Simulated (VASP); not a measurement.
Write the native input for VASP 6.6.1 that does the following.

```yaml
Task: single point
Functional: PBE
Potentials_or_basis: VASP PAW PBE potentials, release 64 (Co)
Cutoff: 520 eV
k_mesh: 13 × 13 × 1
Occupations: fermi-dirac, width 0.05 eV
Spin: collinear spin, ferromagnetic start
Starting_moments: "[2.0] μB"
Dipole_correction: yes
Further_INCAR_settings: ALGO = Normal; EDIFF = 1e-06; NBANDS = 14
```

The structure of Co lies in POSCAR:

```
Co
1.0
    2.3471500000      0.0000000000      0.0000000000
   -1.1735800000      2.0326900000      0.0000000000
    0.0000000000      0.0000000000     23.8000000000
Co
1
Direct
    0.0000000000      0.0000000000      0.2941200000
```

These files were run (other wordings do the same):

INCAR

```
SYSTEM = Co
  PREC = Accurate
  ENCUT = 520
  EDIFF = 1E-6
  ISMEAR = -1
  SIGMA = 0.05
  LREAL = .FALSE.
  LASPH = .TRUE.
  NELM = 150
  ALGO = Normal
  ISIF = 2
  LWAVE = .FALSE.
  LCHARG = .TRUE.
  ISPIN = 2
  MAGMOM = 2
  LORBIT = 11
  LMAXMIX = 4
  LDIPOL = .TRUE.
  IDIPOL = 3
  DIPOL = 0.5 0.5 0.294
  GGA = PE
  LELF = .TRUE.
  LVHAR = .TRUE.
  LVACPOTAV = .TRUE.
  NBANDS = 14
```

KPOINTS

```
regular mesh
0
G
  13 13 1
  0 0 0
```

Potentials or basis: VASP PAW PBE potentials, release 64 (Co).

Run with:

```console
$ cat potpaw_PBE.64/Co/POTCAR > POTCAR
$ mpirun -np 1 vasp_std > vasp.out
```

It gave:

The net moment is 1.72 μB per cell. The site moments are Co +1.77 μB. The valence electrons inside the program's atomic spheres are Co 8.14.

Run time: 2 min on 1 thread of Intel(R) Xeon(R) Platinum 8559C (Emerald Rapids) (shared host), peak memory 0.29 GiB.
